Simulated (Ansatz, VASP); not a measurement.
**Two plane-wave programs on Sb**

Contents of INCAR:

```
SYSTEM = Sb
  PREC = Accurate
  ENCUT = 500
  EDIFF = 1E-6
  ISMEAR = 0
  SIGMA = 0.05
  LREAL = .FALSE.
  LASPH = .TRUE.
  NELM = 120
  ALGO = Normal
  ISIF = 2
  LWAVE = .FALSE.
  LCHARG = .FALSE.
  NBANDS = 22
  GGA_COMPAT = .FALSE.
```

Contents of KPOINTS:

```
Automatic mesh
0
G
  12 12 12
  0 0 0
```

POSCAR

```
Sb
1.0
    2.1470889964      1.2396224100      3.6547551018
   -2.1470889964      1.2396224100      3.6547551018
    0.0000000000     -2.4792448200      3.6547551018
Sb
2
Direct
    0.2358905479      0.2358905479      0.2358905479
    0.7641094521      0.7641094521      0.7641094521
```

Input for Ansatz:

```yaml
crystal:
  lattice:
    - [2.1470889964, 1.23962241, 3.6547551018]
    - [-2.1470889964, 1.23962241, 3.6547551018]
    - [0.0, -2.47924482, 3.6547551018]
  atoms:
    - { symbol: Sb, position: [0.2358905479, 0.2358905479, 0.2358905479] }
    - { symbol: Sb, position: [0.7641094521, 0.7641094521, 0.7641094521] }
basis:
  ecutwfc: 420
  ecutrho_ratio: 4
kpoints:
  mp_grid: { grid: [12, 12, 12] }
  band_path:
    path:
      - [[0.0, 0.0, 0.0], [0.5, 0.5, 0.5], [0.75663763, 0.24336237, 0.5]]
      - [[0.5, -0.24336237, 0.24336237], [0.5, 0.0, 0.0], [0.0, 0.0, 0.0], [0.37168118, -0.37168118, 0.0]]
      - [[0.62831882, 0.0, 0.37168118], [0.5, 0.0, 0.5], [0.0, 0.0, 0.0]]
    npoints: 14
hamiltonian:
  xc: lda
scf:
  occupations: { method: gaussian, width: 0.05 }
output:
  forces: true
  stress: true
  eigenvalues: true
  populations: true
  dos: { projected: true, de: 0.02, nscf_kmesh: { grid: [18, 18, 18] } }
  bader: true
```

Alike in both runs: task single point; functional LDA; k mesh 12 × 12 × 12; occupations gaussian, width 0.05 eV; no spin polarisation.

```csv
,VASP,Ansatz
version,VASP 6.6.1,Ansatz 0.2.0
potentials or method,"VASP PAW LDA potentials, release 64 (Sb_d_GW), cutoff 500 eV","scalar-relativistic, plane waves, PAW"
valence electrons in the cell,30,30
```

|  | VASP | Ansatz | Ansatz less VASP |
| --- | --- | --- | --- |
| pressure (GPa) | 0.0 | 0.0 | +0.01 |
| rms of the force components (eV/Å) | 0.006 | 0.001 | -0.0052 |

LDA's correlation is that of Perdew and Zunger in VASP and of Perdew and Wang (1992) in Ansatz. Atom by atom the forces differ by 0.007 eV/Å (rms over components).

Spin-orbit coupling is off throughout.
